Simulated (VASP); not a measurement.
Set up this calculation in VASP 6.6.1, as the native input.

| Quantity | Value |
| --- | --- |
| Task | single point |
| Functional | PBE |
| Potentials or basis | VASP PAW PBE potentials, release 64 (La) |
| Cutoff | 520 eV |
| k mesh | 6 × 6 × 6 |
| Occupations | fermi-dirac, width 0.1 eV |
| Spin | no spin polarisation |
| Dipole correction | no |
| Further INCAR settings | ALGO = Normal; EDIFF = 1e-07; NBANDS = 12 |

The structure of La lies in POSCAR:

```
La
1.0
   -2.1174800197      2.1174800197      2.1174800197
    2.1174800197     -2.1174800197      2.1174800197
    2.1174800197      2.1174800197     -2.1174800197
La
1
Direct
    0.0000000000      0.0000000000      0.0000000000
```

This isn't the form of La at room conditions, which is double hcp.

One way to write it, as run:

INCAR

```
SYSTEM = La
PREC = Accurate ; ENCUT = 520
EDIFF = 1E-7 ; ISMEAR = -1
SIGMA = 0.1 ; LREAL = .False.
LASPH = .True. ; NELM = 100
ALGO = Normal ; ISIF = 2
LWAVE = .False. ; LCHARG = .False.
GGA = PE ; NBANDS = 12
```

KPOINTS

```
Automatic mesh
0
Gamma
  6 6 6
  0 0 0
```

Potentials or basis: VASP PAW PBE potentials, release 64 (La).

Command:

```bash
$ cat potpaw_PBE.64/La/POTCAR > POTCAR
$ mpirun -np 1 vasp_std > vasp.out
```

It gave:

* Pressure: 0.6 GPa
* Band gap on the k mesh: zero (an odd number of electrons rules out a gap without spin polarisation)

Caveat: spin-orbit coupling is left out, which moves the levels of the heavy elements.

Run time: 17 s on 1 thread of Intel(R) Xeon(R) Platinum 8259CL CPU @ 2.50GHz (Skylake/Cascade Lake), on a shared host, peak memory 0.16 GiB.
